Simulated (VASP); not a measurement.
# TaSb (Fm-3m) in VASP: a series of runs

Runs on TaSb. Level: PBEsol. Tasks: single point, relaxation of cell and atoms.

Everything below comes from runs of VASP 6.6.1. Logs are shortened: lines on timing, memory, paths and dates and some standing lists are left out, and cuts for length are marked.

### 1 The cell of the first run

Symmetry: Fm-3m, No. 225, cubic system. Conventional cell: a = 5.582 Å, b = 5.582 Å, c = 5.582 Å, α = 90.00°, β = 90.00°, γ = 90.00°. Within 3.7 Å of Ta (site symmetry m-3m) lie 6 Sb at 2.79 Å. Within 3.7 Å of Sb (site symmetry m-3m) lie 6 Ta at 2.79 Å.

### 2 Single point, PBEsol

Input file INCAR:

```
ALGO = Normal
EDIFF = 1E-7
ENCUT = 520
GGA = PS
ISIF = 2
ISMEAR = 0
LASPH = T
LCHARG = F
LREAL = F
LWAVE = F
NBANDS = 15
NELM = 80
PREC = Accurate
SIGMA = 0.1
```

Input file KPOINTS:

```
k-points
0
Gamma
  14 14 14
```

Input file POSCAR:

```
TaSb
1.0
    0.0000000000      2.7910023015      2.7910023015
    2.7910023015      0.0000000000      2.7910023015
    2.7910023015      2.7910023015      0.0000000000
Ta Sb
1 1
Direct
    0.5000000000      0.5000000000      0.5000000000
    0.0000000000      0.0000000000      0.0000000000
```

Potentials or basis: VASP PAW PBE potentials, release 64 (Ta_pv, Sb).

Run with:

```bash
> cat potpaw_PBE.64/Ta_pv/POTCAR potpaw_PBE.64/Sb/POTCAR > POTCAR
> mpirun -np 1 vasp_std > vasp.out
```

OUTCAR:

```text
EDIFF = 1E-7
   ENCUT = 520
   GGA = PS
   ISIF = 2
   ISMEAR = 0
   LASPH = T
   LREAL = F
   NELM = 80
   PREC = Accurate

 ion  position               nearest neighbor table
   1  0.500  0.500  0.500-   2 2.79   2 2.79   2 2.79   2 2.79   2 2.79   2 2.79
   2  0.000  0.000  0.000-   1 2.79   1 2.79   1 2.79   1 2.79   1 2.79   1 2.79

  LATTYP: Found a face centered cubic cell.
 ALAT       =     5.5820046030

  Lattice vectors:

 A1 = (   0.0000000000,   2.7910023015,   2.7910023015)
 A2 = (   2.7910023015,   0.0000000000,   2.7910023015)
 A3 = (   2.7910023015,   2.7910023015,   0.0000000000)

Analysis of symmetry for initial positions (statically):
=====================================================================
 Subroutine PRICEL returns:
 Original cell was already a primitive cell.

 Routine SETGRP: Setting up the symmetry group for a
 face centered cubic supercell.

 Subroutine GETGRP returns: Found 48 space group operations
 (whereof 48 operations were pure point group operations)
 out of a pool of 48 trial point group operations.

The static configuration has the point symmetry O_h .

Analysis of symmetry for dynamics (positions and initial velocities):
=====================================================================
 Subroutine PRICEL returns:
 Original cell was already a primitive cell.

 Routine SETGRP: Setting up the symmetry group for a
 face centered cubic supercell.

 Subroutine GETGRP returns: Found 48 space group operations
 (whereof 48 operations were pure point group operations)
 out of a pool of 48 trial point group operations.

The dynamic configuration has the point symmetry O_h .

 Subroutine INISYM returns: Found 48 space group operations
 (whereof 48 operations are pure point group operations),
 and found     1 'primitive' translations

----------------------------------------------------------------------------------------

                                     Primitive cell

  volume of cell :      43.4821

  direct lattice vectors                    reciprocal lattice vectors
     0.000000000  2.791002301  2.791002301    -0.179147111  0.179147111  0.179147111
     2.791002301  0.000000000  2.791002301     0.179147111 -0.179147111  0.179147111
     2.791002301  2.791002301  0.000000000     0.179147111  0.179147111 -0.179147111

  length of vectors
     3.947073307  3.947073307  3.947073307     0.310291899  0.310291899  0.310291899

  position of ions in fractional coordinates (direct lattice)
     0.500000000  0.500000000  0.500000000
     0.000000000  0.000000000  0.000000000

[... 89 lines left out ...]
   EMIN   =  10.00;   EMAX   =-10.00  energy-range for DOS
   EFERMI =   0.00;   METHOD = LEGACY
   ISMEAR =     0;   SIGMA  =   0.10  broadening in eV -4-tet -1-fermi 0-gaus
   EFERMI_NEDOS =   21; number of points for ismear=-14 and -15
   IALGO  =     38    algorithm
   IMIX   =      4    mixing-type and parameters
     AMIX     =   0.40;   BMIX     =  1.00
     AMIX_MAG =   1.60;   BMIX_MAG =  1.00
  volume/ion in A,a.u.               =      21.74       146.72
  Fermi-wavevector in a.u.,A,eV,Ry     =   1.173126  2.216887 18.724670  1.376224
  Thomas-Fermi vector in A             =   2.309544
   LORBIT       =      0    0 simple, 1 ext, 2 COOP (PROOUT), +10 PAW based schemes
   GGA     = PS    functional components
   LHFCALC =     F    Hartree Fock is set to
   AEXX    =    0.0000 exact exchange contribution
   IVDW    =     0    specifies the selected vdW correction
   LEPSILON=     F    determine dielectric tensor
   LRPA    =     F    only Hartree local field effects (RPA)
 non-spin polarized calculation
 Gauss-broadening in eV      SIGMA  =   0.10
  energy-cutoff  :      520.00
  volume of cell :       43.48
 maximum number of plane-waves:      1211
 NGX is ok and might be reduce to    30
   NGX = 15   NGY = 15   NGZ = 15

 number of electron      15.9999999 magnetization

 Free energy of the ion-electron system (eV)
  ---------------------------------------------------
  ext. energy  EPLUGINS =         0.00000000
  ---------------------------------------------------
  free energy    TOTEN  =       -15.93280298 eV

  energy without entropy =      -15.92560898  energy(sigma->0) =      -15.92920598

 E-fermi :   8.2457     XC(G=0): -11.4247

 val. band max:        8.2295739833   @ k =  -0.2857   0.0714   0.0000
 cond. band min:       8.2815978141   @ k =   0.4286   0.0714   0.0000
 fundamental gap:      0.0520238308
 Fermi energy:         8.2457491331

 k-point     1 :       0.0000    0.0000    0.0000
  band No.  band energies     occupation
      1     -27.0983      2.00000
      2     -27.0983      2.00000
      3     -27.0983      2.00000
      4      -4.4525      2.00000
      5       6.9511      2.00000
      6       6.9511      2.00000
      7       6.9511      2.00000
      8       7.6030      2.00000
      9       7.6030      2.00000
     10       8.7625      0.00000
     11       8.7625      0.00000
     12       8.7625      0.00000
     13      13.1473      0.00000
     14      14.4971      0.00000
[... 401 lines left out ...]
      2     -27.1053      2.00000
      3     -27.1023      2.00000
      4      -3.3645      2.00000
      5       3.7766      2.00000
      6       5.2109      2.00000
      7       5.6951      2.00000
      8       7.0690      2.00000
      9       8.1343      1.88488
     10       9.1302      0.00000
     11      10.7003      0.00000
     12      12.0327      0.00000
     13      14.2449      0.00000
     14      15.7482      0.00000
     15      17.1520      0.00000

 [... further k-points ...]

------------------------ aborting loop because EDIFF is reached ----------------------------------------

  FORCE on cell =-STRESS in cart. coord.  units (eV):
  Direction    XX          YY          ZZ          XY          YZ          ZX
  --------------------------------------------------------------------------------------
  -------------------------------------------------------------------------------------
  Total        0.0756113      0.0756113      0.0756113      0.0000000      0.0000000      0.0000000
  in kB        2.7860366      2.7860366      2.7860366      0.0000000      0.0000000      0.0000000
  external PRESSURE =       2.7860366 kB  Pullay stress =       0.0000000 kB

 VOLUME and BASIS-vectors are now :
 -----------------------------------------------------------------------------
  energy-cutoff  :      520.00
  volume of cell :       43.48
      direct lattice vectors                 reciprocal lattice vectors
     0.000000000  2.791002301  2.791002301    -0.179147111  0.179147111  0.179147111
     2.791002301  0.000000000  2.791002301     0.179147111 -0.179147111  0.179147111
     2.791002301  2.791002301  0.000000000     0.179147111  0.179147111 -0.179147111

 POSITION                                       TOTAL-FORCE (eV/Angst)
 -----------------------------------------------------------------------------------
      2.79100      2.79100      2.79100         0.000000      0.000000      0.000000
      0.00000      0.00000      0.00000        -0.000000      0.000000     -0.000000
 -----------------------------------------------------------------------------------
    total drift:                                0.000000     -0.000000      0.000000

  FREE ENERGIE OF THE ION-ELECTRON SYSTEM (eV)
  ---------------------------------------------------
  free  energy   TOTEN  =       -15.9328029788 eV

  energy  without entropy=      -15.9256089760  energy(sigma->0) =      -15.92920598
```

OSZICAR:

```text
N       E                     dE             d eps       ncg     rms          rms(c)
DAV:   1     0.900913857686E+02    0.90091E+02   -0.78196E+03  3144   0.951E+02
DAV:   2    -0.141738455700E+02   -0.10427E+03   -0.99315E+02  4156   0.250E+02
DAV:   3    -0.166698925285E+02   -0.24960E+01   -0.24506E+01  3883   0.366E+01
DAV:   4    -0.166922995842E+02   -0.22407E-01   -0.22397E-01  3834   0.398E+00
DAV:   5    -0.166927388825E+02   -0.43930E-03   -0.43929E-03  3904   0.543E-01    0.115E+01
DAV:   6    -0.159626547908E+02    0.73008E+00   -0.12239E+00  3498   0.913E+00    0.455E+00
DAV:   7    -0.159404105666E+02    0.22244E-01   -0.10081E-01  3743   0.228E+00    0.231E+00
DAV:   8    -0.159331660107E+02    0.72446E-02   -0.11739E-02  3274   0.624E-01    0.276E-01
DAV:   9    -0.159328115877E+02    0.35442E-03   -0.90795E-04  3554   0.199E-01    0.529E-02
DAV:  10    -0.159328048096E+02    0.67782E-05   -0.75637E-05  3911   0.701E-02    0.169E-02
DAV:  11    -0.159328040143E+02    0.79527E-06   -0.18251E-06  3729   0.113E-02    0.613E-03
DAV:  12    -0.159328029450E+02    0.10693E-05   -0.37589E-07  3883   0.548E-03    0.569E-04
DAV:  13    -0.159328029788E+02   -0.33818E-07   -0.20191E-08  1959   0.145E-03
   1 F= -.15932803E+02 E0= -.15929206E+02  d E =-.719400E-02
```

Wall time 1.7 min (1 thread of Intel Xeon 8259CL, shared host); peak memory 0.22 GiB.

What came out:

| Quantity | Value |
| --- | --- |
| Free energy | -15.9328 eV |
| Pressure | 0.3 GPa |
| Band gap on the k mesh | zero (bands 8 and 9 overlap by 1.50 eV) |

Levels at points of the mesh, in eV from the Fermi level:
```
           k point  band 4  band 5  band 6  band 7  band 8  band 9  band 10  band 11  band 12  band 13
(0.00, 0.00, 0.00)  -12.70   -1.29   -1.29   -1.29   -0.64   -0.64     0.52     0.52     0.52     4.90
(0.50, 0.00, 0.00)   -9.99   -7.18   -3.89   -3.89    0.53    0.53     0.76     3.11     5.56     5.56
(0.50, 0.50, 0.00)  -10.50   -5.06   -2.92   -1.93   -1.93    0.23     0.32     1.25     1.25     4.18
```

Caveat: the PAW data sets were made with another functional, which shifts forces and pressure a little; spin-orbit coupling is left out, which moves the levels of the heavy elements.

[end of part 1 of 3]
